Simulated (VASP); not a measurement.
Wanted: the native input for a VASP 6.6.1 run.

| Quantity | Value |
| --- | --- |
| Task | single point |
| Functional | PBE |
| Potentials or basis | VASP PAW PBE potentials, release 64 (Cu, O) |
| Cutoff | 520 eV |
| k mesh | 16 × 16 × 16 |
| Occupations | fermi-dirac, width 0.05 eV |
| Spin | no spin polarisation |
| Dipole correction | no |
| Further INCAR settings | ALGO = Normal; EDIFF = 1e-06; NBANDS = 16 |

The structure of CuO (zincblende type) lies in POSCAR:

```
CuO
1.0
    0.0000000000      2.3061620674      2.3061620674
    2.3061620674      0.0000000000      2.3061620674
    2.3061620674      2.3061620674      0.0000000000
Cu O
1 1
Direct
    0.0000000000      0.0000000000      0.0000000000
    0.2500000000      0.2500000000      0.2500000000
```

These files were run (other wordings do the same):

INCAR

```
SYSTEM = CuO
ALGO = Normal ; EDIFF = 1E-6
ENCUT = 520 ; GGA = PE
ISIF = 2 ; ISMEAR = -1
LASPH = .TRUE. ; LCHARG = .TRUE.
LELF = .TRUE. ; LREAL = .FALSE.
LVHAR = .TRUE. ; LWAVE = .FALSE.
NBANDS = 16 ; NELM = 100
PREC = Accurate ; SIGMA = 0.05
```

KPOINTS

```
k-points
0
G
  16 16 16
  0 0 0
```

Potentials or basis: VASP PAW PBE potentials, release 64 (Cu, O).

Command:

```sh
$ cat potpaw_PBE.64/Cu/POTCAR potpaw_PBE.64/O/POTCAR > POTCAR
$ mpirun -np 1 vasp_std > vasp.out
```

It gave:

| Item | Value |
| --- | --- |
| Pressure | -6.4 GPa |
| Band gap on the k mesh | zero (an odd number of electrons rules out a gap without spin polarisation) |

Caveat: the cell stands under tension; an odd number of electrons without spin polarisation forces a metal; a magnetic or distorted state may lie lower; semilocal functionals often make such compounds metallic where correlation or magnetic order opens a gap, which also shifts bond lengths.

Run time: 43 s on 1 thread of Intel Xeon 6455B (shared host), peak memory 0.18 GiB.
